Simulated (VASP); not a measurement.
A run of VASP 6.6.1:

Contents of INCAR:

```
PREC     = Accurate       # precision mode
ENCUT    = 520            # plane-wave cutoff, eV
EDIFF    = 1E-6           # SCF threshold, eV
ISMEAR   = 0              # smearing method
SIGMA    = 0.02           # smearing width, eV
LREAL    = F              # projectors in reciprocal space
LASPH    = T              # aspherical terms in the spheres
NELM     = 100            # most SCF steps
ALGO     = Normal         # electronic algorithm
ISIF     = 2              # what is computed and relaxed
LWAVE    = F              # write WAVECAR
LCHARG   = T              # write CHGCAR
GGA      = PE             # functional
LELF     = T              # ELF
LVHAR    = T            
NBANDS   = 26             # bands
```

KPOINTS

```
Automatic mesh
0
Gamma
  6 6 10
```

File POSCAR:

```
SiC
1.0
    5.6077355885      0.0000000000      0.0000000000
    0.0000000000      5.6077355885      0.0000000000
    0.0000000000      0.0000000000      3.0226556218
Si C
4 4
Direct
    0.0941374873      0.3339865009      0.2356484527
    0.9058625127      0.6660134991      0.7356484527
    0.6660134991      0.0941374873      0.9856484527
    0.3339865009      0.9058625127      0.4856484527
    0.3279709645      0.1211604427      0.0143515473
    0.6720290355      0.8788395573      0.5143515473
    0.8788395573      0.3279709645      0.7643515473
    0.1211604427      0.6720290355      0.2643515473
```

Potentials or basis: VASP PAW PBE potentials, release 64 (Si, C).

Launch:

```console
$ cat potpaw_PBE.64/Si/POTCAR potpaw_PBE.64/C/POTCAR > POTCAR
$ mpirun -np 1 vasp_std > vasp.out
```

Hardware: 1 thread of Intel Xeon 8259CL, on a shared host.

Task: Estimate the wall time of this run.

Result: It took 4.1 min on 1 thread of Intel Xeon 8259CL (shared host), peak memory 0.27 GiB. Counts: scf iterations 15, k points 66.
